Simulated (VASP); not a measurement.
Input of a VASP 6.6.1 run:

INCAR

```
PREC = Accurate
ENCUT = 600
EDIFF = 1E-7
ISMEAR = 0
SIGMA = 0.1
LREAL = F
LASPH = T
NELM = 100
ALGO = Normal
ISIF = 3
LWAVE = F
LCHARG = F
GGA = PE
IBRION = 2
NSW = 90
EDIFFG = -0.04
```

The input KPOINTS:

```
Automatic mesh
0
Gamma
  4 4 2
```

The input POSCAR:

```
MgCd3Te4
1.0
    4.3151379500      0.0000000000      0.0000000000
    0.0000000000      4.3151379500      0.0000000000
    0.0000000000      0.0000000000     12.2050532300
Mg Cd Te
1 3 4
Direct
    0.0000000000      0.0000000000      0.0000000000
    0.5000000000      0.5000000000      0.2500000000
    0.0000000000      0.0000000000      0.5000000000
    0.5000000000      0.5000000000      0.7500000000
    0.5000000000      0.0000000000      0.1250000000
    0.0000000000      0.5000000000      0.3750000000
    0.5000000000      0.0000000000      0.6250000000
    0.0000000000      0.5000000000      0.8750000000
```

Potentials or basis: VASP PAW PBE potentials, release 64 (Mg, Cd, Te).

Command:

```sh
$ cat potpaw_PBE.64/Mg/POTCAR potpaw_PBE.64/Cd/POTCAR potpaw_PBE.64/Te/POTCAR > POTCAR
$ mpirun -np 1 vasp_std > vasp.out
```

Problem. Estimate the relaxed cell.

Solution. a = 4.689 Å, b = 4.689 Å, c = 13.060 Å, α = 90.00°, β = 90.00°, γ = 90.00°.

Problem. Predict the space group after relaxing (to 0.1 Å).

Solution. P-4m2 (No. 115).

Final structure:
```
Mg Cd Te
1.0
     4.68922    0.00000    0.00000
     0.00000    4.68922    0.00000
     0.00000    0.00000   13.05987
Mg Cd Te
1 3 4
Direct
  0.00000 0.00000 0.00000
  0.50000 0.50000 0.24806
  0.00000 0.00000 0.50000
  0.50000 0.50000 0.75194
  0.50000 0.00000 0.12049
  0.00000 0.50000 0.37441
  0.50000 0.00000 0.62559
  0.00000 0.50000 0.87951
```
